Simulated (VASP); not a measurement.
# GaN (F-43m) in VASP: single point with PBE

Aim: the single point of GaN with PBE.

Program: VASP 6.6.1. These are calculated values, not measurements. Logs are shortened: lines on timing, memory, paths and dates and some standing lists are left out, and cuts for length are marked.

## (1) The cell of the first run

The structure is cubic, space group F-43m (No. 216). Conventional cell: a = 4.507 Å, b = 4.507 Å, c = 4.507 Å, α = 90.00°, β = 90.00°, γ = 90.00°. Within 2.6 Å of Ga (site symmetry -43m) lie 4 N at 1.95 Å. N (site symmetry -43m) has 4 Ga at 1.95 Å within 2.6 Å.

## (2) Single point, PBE

The input, INCAR:

```
SYSTEM = GaN
PREC = Accurate ; ENCUT = 600
EDIFF = 1E-6 ; ISMEAR = 0
SIGMA = 0.01 ; LREAL = .FALSE.
LASPH = .TRUE. ; NELM = 120
ALGO = Normal ; ISIF = 2
LWAVE = .FALSE. ; LCHARG = .FALSE.
GGA = PE ; NBANDS = 16
GGA_COMPAT = .FALSE.
```

The input, KPOINTS:

```
Automatic mesh
0
G
  8 8 8
  0 0 0
```

The input, POSCAR:

```
GaN
1.0
    0.0000000000      2.2535005000      2.2535005000
    2.2535005000      0.0000000000      2.2535005000
    2.2535005000      2.2535005000      0.0000000000
Ga N
1 1
Direct
    0.0000000000      0.0000000000      0.0000000000
    0.2500000000      0.2500000000      0.2500000000
```

Potentials or basis: VASP PAW PBE potentials, release 64 (Ga_d, N).

Command:

```
$ cat potpaw_PBE.64/Ga_d/POTCAR potpaw_PBE.64/N/POTCAR > POTCAR
$ mpirun -np 1 vasp_std > vasp.out
```

OUTCAR:

```text
SYSTEM = GaN
   PREC = Accurate
   ENCUT = 600
   EDIFF = 1E-6
   ISMEAR = 0
   LREAL = .FALSE.
   LASPH = .TRUE.
   NELM = 120
   ISIF = 2
   GGA = PE

 ion  position               nearest neighbor table
   1  0.000  0.000  0.000-   2 1.95   2 1.95   2 1.95   2 1.95
   2  0.250  0.250  0.250-   1 1.95   1 1.95   1 1.95   1 1.95

  LATTYP: Found a face centered cubic cell.
 ALAT       =     4.5070010000

  Lattice vectors:

 A1 = (   0.0000000000,   2.2535005000,   2.2535005000)
 A2 = (   2.2535005000,   0.0000000000,   2.2535005000)
 A3 = (   2.2535005000,   2.2535005000,   0.0000000000)

Analysis of symmetry for initial positions (statically):
=====================================================================
 Subroutine PRICEL returns:
 Original cell was already a primitive cell.

 Routine SETGRP: Setting up the symmetry group for a
 face centered cubic supercell.

 Subroutine GETGRP returns: Found 24 space group operations
 (whereof 24 operations were pure point group operations)
 out of a pool of 48 trial point group operations.

The static configuration has the point symmetry T_d .

Analysis of symmetry for dynamics (positions and initial velocities):
=====================================================================
 Subroutine PRICEL returns:
 Original cell was already a primitive cell.

 Routine SETGRP: Setting up the symmetry group for a
 face centered cubic supercell.

 Subroutine GETGRP returns: Found 24 space group operations
 (whereof 24 operations were pure point group operations)
 out of a pool of 48 trial point group operations.

The dynamic configuration has the point symmetry T_d .

 Subroutine INISYM returns: Found 24 space group operations
 (whereof 24 operations are pure point group operations),
 and found     1 'primitive' translations

----------------------------------------------------------------------------------------

                                     Primitive cell

  volume of cell :      22.8877

  direct lattice vectors                    reciprocal lattice vectors
     0.000000000  2.253500500  2.253500500    -0.221877031  0.221877031  0.221877031
     2.253500500  0.000000000  2.253500500     0.221877031 -0.221877031  0.221877031
     2.253500500  2.253500500  0.000000000     0.221877031  0.221877031 -0.221877031

  length of vectors
     3.186930970  3.186930970  3.186930970     0.384302290  0.384302290  0.384302290

  position of ions in fractional coordinates (direct lattice)
     0.000000000  0.000000000  0.000000000
     0.250000000  0.250000000  0.250000000

  ion indices of the primitive-cell ions
   primitive index   ion index
                 1           1
                 2           2

----------------------------------------------------------------------------------------

 KPOINTS: Automatic mesh

Automatic generation of k-mesh.
 Grid dimensions read from file:
 generate k-points for:    8    8    8

 Generating k-lattice:

  Cartesian coordinates                     Fractional coordinates (reciprocal lattice)
    -0.027734629  0.027734629  0.027734629     0.125000000  0.000000000  0.000000000
     0.027734629 -0.027734629  0.027734629     0.000000000  0.125000000  0.000000000
     0.027734629  0.027734629 -0.027734629     0.000000000  0.000000000  0.125000000

  Length of vectors
     0.048037786  0.048037786  0.048037786

  Shift w.r.t. Gamma in fractional coordinates (k-lattice)
     0.000000000  0.000000000  0.000000000

 Subroutine IBZKPT returns following result:
 ===========================================

 Found     29 irreducible k-points:

 Following reciprocal coordinates:
            Coordinates               Weight
  0.000000  0.000000  0.000000      1.000000
  0.125000  0.000000  0.000000      8.000000
  0.250000  0.000000  0.000000      8.000000
  0.375000  0.000000  0.000000      8.000000
  0.500000  0.000000  0.000000      4.000000
  0.125000  0.125000  0.000000      6.000000
[... 16 lines left out ...]
  0.500000  0.250000  0.125000     48.000000
 -0.375000  0.250000  0.125000     24.000000
 [... further k-points ...]
   k-points           NKPTS =     29   k-points in BZ     NKDIM =     29   number of bands    NBANDS=     16
   number of dos      NEDOS =    301   number of ions     NIONS =      2
   total plane-waves  NPLWV =  21952
   dimension x,y,z NGX =    28 NGY =   28 NGZ =   28
   dimension x,y,z NGXF=    56 NGYF=   56 NGZF=   56
   ions per type =               1   1
   NGX,Y,Z   is equivalent  to a cutoff of  14.61, 14.61, 14.61 a.u.
   NGXF,Y,Z  is equivalent  to a cutoff of  29.21, 29.21, 29.21 a.u.
 SYSTEM =  GaN
   PREC   = accura    normal or accurate (medium, high low for compatibility)
   ISTART =      0    job   : 0-new  1-cont  2-samecut
   ICHARG =      2    charge: 1-file 2-atom 10-const
   ISPIN  =      1    spin polarized calculation?
   LNONCOLLINEAR =      F non collinear calculations
   LSORBIT =      F    spin-orbit coupling
   LASPH  =      T    aspherical Exc in radial PAW
   ENCUT  =  600.0 eV  44.10 Ry    6.64 a.u.   6.37  6.37  6.37*2*pi/ulx,y,z
   NELM   =    120;   NELMIN=  2; NELMDL= -5     # of ELM steps
   EDIFF  = 0.1E-05   stopping-criterion for ELM
   LREAL  =      F    real-space projection
   EDIFFG = 0.1E-04   stopping-criterion for IOM
   NSW    =      0    number of steps for IOM
   IBRION =     -1    ionic relax: 0-MD 1-quasi-New 2-CG
   NFREE  =      0    steps in history (QN), initial steepest desc. (CG)
   ISIF   =      2    stress and relaxation
   ISYM   =      2    0-nonsym 1-usesym 2-fastsym
   POTIM  = 0.5000    time-step for ionic-motion
   TEBEG  =    0.0;   TEEND  =   0.0 temperature during run
   PSTRESS=    0.0 pullay stress
   NELECT =      18.0000    total number of electrons
   NUPDOWN=      -1.0000    fix difference up-down
   EMIN   =  10.00;   EMAX   =-10.00  energy-range for DOS
   EFERMI =   0.00;   METHOD = LEGACY
   ISMEAR =     0;   SIGMA  =   0.01  broadening in eV -4-tet -1-fermi 0-gaus
   EFERMI_NEDOS =   21; number of points for ismear=-14 and -15
   IALGO  =     38    algorithm
   IMIX   =      4    mixing-type and parameters
     AMIX     =   0.40;   BMIX     =  1.00
     AMIX_MAG =   1.60;   BMIX_MAG =  1.00
  volume/ion in A,a.u.               =      11.44        77.23
  Fermi-wavevector in a.u.,A,eV,Ry     =   1.511117  2.855597 31.068546  2.283474
  Thomas-Fermi vector in A             =   2.621217
   LORBIT       =      0    0 simple, 1 ext, 2 COOP (PROOUT), +10 PAW based schemes
   GGA     = PE    functional components
   LHFCALC =     F    Hartree Fock is set to
   AEXX    =    0.0000 exact exchange contribution
   IVDW    =     0    specifies the selected vdW correction
   LEPSILON=     F    determine dielectric tensor
   LRPA    =     F    only Hartree local field effects (RPA)
 non-spin polarized calculation
 Gauss-broadening in eV      SIGMA  =   0.01
  energy-cutoff  :      600.00
  volume of cell :       22.89
 maximum number of plane-waves:       778
 NGX is ok and might be reduce to    28
   NGX = 13   NGY = 13   NGZ = 13

 number of electron      18.0000005 magnetization

 Free energy of the ion-electron system (eV)
  ---------------------------------------------------
  ext. energy  EPLUGINS =         0.00000000
  ---------------------------------------------------
  free energy    TOTEN  =       -12.14419146 eV

  energy without entropy =      -12.14419146  energy(sigma->0) =      -12.14419146

 E-fermi :   5.3476     XC(G=0): -11.6669

 val. band max:        5.2817682403   @ k =   0.0000   0.0000   0.0000
 cond. band min:       7.0059732462   @ k =   0.0000   0.0000   0.0000
 fundamental gap:      1.7242050059
 Fermi energy:         5.3475957768

 k-point     1 :       0.0000    0.0000    0.0000
  band No.  band energies     occupation
      1     -10.6526      2.00000
      2      -8.1609      2.00000
      3      -8.1609      2.00000
      4      -8.1609      2.00000
      5      -7.8411      2.00000
      6      -7.8411      2.00000
[... 8 lines left out ...]
     15      24.1369      0.00000
     16      24.1369      0.00000

 k-point     2 :       0.1250    0.0000    0.0000
  band No.  band energies     occupation
      1     -10.4845      2.00000
      2      -8.1403      2.00000
      3      -8.1403      2.00000
      4      -8.0966      2.00000
      5      -7.8428      2.00000
      6      -7.8428      2.00000
[... 8 lines left out ...]
     15      22.5415      0.00000
     16      22.5721      0.00000

 k-point     3 :       0.2500    0.0000    0.0000
  band No.  band energies     occupation
      1     -10.1094      2.00000
      2      -8.0999      2.00000
      3      -8.0999      2.00000
      4      -7.8363      2.00000
      5      -7.8363      2.00000
      6      -7.7958      2.00000
[... 8 lines left out ...]
     15      22.1536      0.00000
     16      22.1536      0.00000

 k-point     4 :       0.3750    0.0000    0.0000
  band No.  band energies     occupation
      1      -9.8262      2.00000
      2      -8.0772      2.00000
      3      -8.0772      2.00000
      4      -7.8106      2.00000
      5      -7.8106      2.00000
      6      -7.1107      2.00000
[... 8 lines left out ...]
     15      23.5590      0.00000
     16      23.5590      0.00000

 k-point     5 :       0.5000    0.0000    0.0000
  band No.  band energies     occupation
      1      -9.7444      2.00000
      2      -8.0733      2.00000
      3      -8.0733      2.00000
      4      -7.7941      2.00000
      5      -7.7941      2.00000
      6      -6.5963      2.00000
[... 8 lines left out ...]
     15      24.9449      0.00000
     16      24.9449      0.00000

 k-point     6 :       0.1250    0.1250    0.0000
  band No.  band energies     occupation
      1     -10.4297      2.00000
      2      -8.1210      2.00000
      3      -8.1210      2.00000
      4      -8.1020      2.00000
      5      -7.8546      2.00000
      6      -7.8299      2.00000
[... 8 lines left out ...]
     15      24.9413      0.00000
     16      25.2243      0.00000

 k-point     7 :       0.2500    0.1250    0.0000
  band No.  band energies     occupation
      1     -10.1278      2.00000
      2      -8.0944      2.00000
      3      -8.0761      2.00000
      4      -7.9451      2.00000
      5      -7.8178      2.00000
      6      -7.7953      2.00000
[... 8 lines left out ...]
     15      24.1225      0.00000
     16      24.3671      0.00000

 k-point     8 :       0.3750    0.1250    0.0000
  band No.  band energies     occupation
      1      -9.8324      2.00000
      2      -8.0733      2.00000
      3      -8.0459      2.00000
      4      -7.8799      2.00000
      5      -7.7987      2.00000
      6      -7.2450      2.00000
[... 8 lines left out ...]
     15      23.4968      0.00000
     16      24.9275      0.00000

 k-point     9 :       0.5000    0.1250    0.0000
  band No.  band energies     occupation
      1      -9.7107      2.00000
      2      -8.0697      2.00000
      3      -8.0407      2.00000
      4      -7.8356      2.00000
      5      -7.7926      2.00000
      6      -6.5534      2.00000
[... 8 lines left out ...]
     15      23.9914      0.00000
     16      25.3145      0.00000
[... 172 lines left out ...]
 k-point    19 :       0.5000    0.3750    0.0000
  band No.  band energies     occupation
      1      -9.5891      2.00000
      2      -8.0545      2.00000
      3      -7.8942      2.00000
      4      -7.8843      2.00000
      5      -7.7753      2.00000
      6      -6.2675      2.00000
[... 8 lines left out ...]
     15      27.5972      0.00000
     16      28.5225      0.00000

 k-point    20 :      -0.3750    0.3750    0.0000
  band No.  band energies     occupation
      1      -9.5835      2.00000
      2      -8.0447      2.00000
      3      -7.9048      2.00000
      4      -7.9030      2.00000
      5      -7.8023      2.00000
      6      -6.0066      2.00000
[... 8 lines left out ...]
     15      25.8730      0.00000
     16      28.2309      0.00000

 k-point    21 :       0.5000    0.5000    0.0000
  band No.  band energies     occupation
      1      -9.5732      2.00000
      2      -8.0760      2.00000
      3      -7.8572      2.00000
      4      -7.8572      2.00000
      5      -7.7643      2.00000
      6      -6.1728      2.00000
[... 8 lines left out ...]
     15      27.0511      0.00000
     16      29.8970      0.00000

 k-point    22 :       0.3750    0.2500    0.1250
  band No.  band energies     occupation
      1      -9.8774      2.00000
      2      -8.0567      2.00000
      3      -8.0375      2.00000
      4      -7.9220      2.00000
      5      -7.8130      2.00000
      6      -7.4380      2.00000
[... 8 lines left out ...]
     15      24.4093      0.00000
     16      26.6186      0.00000

 k-point    23 :       0.5000    0.2500    0.1250
  band No.  band energies     occupation
      1      -9.6986      2.00000
      2      -8.0511      2.00000
      3      -8.0064      2.00000
      4      -7.8879      2.00000
      5      -7.8065      2.00000
      6      -6.7412      2.00000
[... 8 lines left out ...]
     15      24.4987      0.00000
     16      26.4183      0.00000

 k-point    24 :      -0.3750    0.2500    0.1250
  band No.  band energies     occupation
      1      -9.6459      2.00000
      2      -8.0566      2.00000
      3      -7.9947      2.00000
      4      -7.8610      2.00000
      5      -7.8082      2.00000
      6      -6.2860      2.00000
[... 8 lines left out ...]
     15      24.0837      0.00000
     16      26.3560      0.00000

 [... further k-points ...]

------------------------ aborting loop because EDIFF is reached ----------------------------------------

  FORCE on cell =-STRESS in cart. coord.  units (eV):
  Direction    XX          YY          ZZ          XY          YZ          ZX
  --------------------------------------------------------------------------------------
  -------------------------------------------------------------------------------------
  Total        0.7047991      0.7047991      0.7047991     -0.0000000      0.0000000     -0.0000000
  in kB       49.3370276     49.3370276     49.3370276     -0.0000000      0.0000000     -0.0000000
  external PRESSURE =      49.3370276 kB  Pullay stress =       0.0000000 kB

 VOLUME and BASIS-vectors are now :
 -----------------------------------------------------------------------------
  energy-cutoff  :      600.00
  volume of cell :       22.89
      direct lattice vectors                 reciprocal lattice vectors
     0.000000000  2.253500500  2.253500500    -0.221877031  0.221877031  0.221877031
     2.253500500  0.000000000  2.253500500     0.221877031 -0.221877031  0.221877031
     2.253500500  2.253500500  0.000000000     0.221877031  0.221877031 -0.221877031

 POSITION                                       TOTAL-FORCE (eV/Angst)
 -----------------------------------------------------------------------------------
      0.00000      0.00000      0.00000        -0.000000      0.000000     -0.000000
      1.12675      1.12675      1.12675         0.000000     -0.000000      0.000000
 -----------------------------------------------------------------------------------
    total drift:                                0.000000      0.000000      0.000000

  FREE ENERGIE OF THE ION-ELECTRON SYSTEM (eV)
  ---------------------------------------------------
  free  energy   TOTEN  =       -12.1441914588 eV

  energy  without entropy=      -12.1441914588  energy(sigma->0) =      -12.14419146
```

It took 19 s on 1 thread of AMD EPYC 7R43 (Zen 3), shared host; peak memory 0.13 GiB.

Results:

| Property | Result |
| --- | --- |
| Free energy | -12.1442 eV |
| Pressure | 4.9 GPa |
| Band gap on the k mesh | 1.72 eV |

Caveat: the cell stands under pressure.
